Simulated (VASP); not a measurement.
InAs:

```xyz
2
Lattice="0.0000 3.0439 3.0439 3.0439 0.0000 3.0439 3.0439 3.0439 0.0000" Properties=species:S:1:pos:R:3 pbc="T T T"
In    0.0000    0.0000    0.0000
As    1.5219    1.5219    1.5219
```

Program: VASP 6.6.1. Alike in all runs: task single point; no spin polarisation; cell as given; cutoff (eV) 520; smearing gaussian 0.1 eV.

Order these runs on this cell by their band gap on the k mesh, lowest first.
A. level PBE0; potentials or basis VASP PAW PBE potentials, release 64 (In_d, As); k mesh 4 × 4 × 4; grid for exact exchange (PRECFOCK) Normal
B. level HF; potentials or basis VASP PAW PBE potentials, release 64 (In_d, As); k mesh 4 × 4 × 4; grid for exact exchange (PRECFOCK) Normal
C. level LDA; potentials or basis VASP PAW LDA potentials, release 64 (In_d, As); k mesh 12 × 12 × 12

C (metal), A (1.14 eV), B (6.24 eV).

Caveats: some runs use coarse meshes; spin-orbit coupling is left out, which moves the levels of the heavy elements.

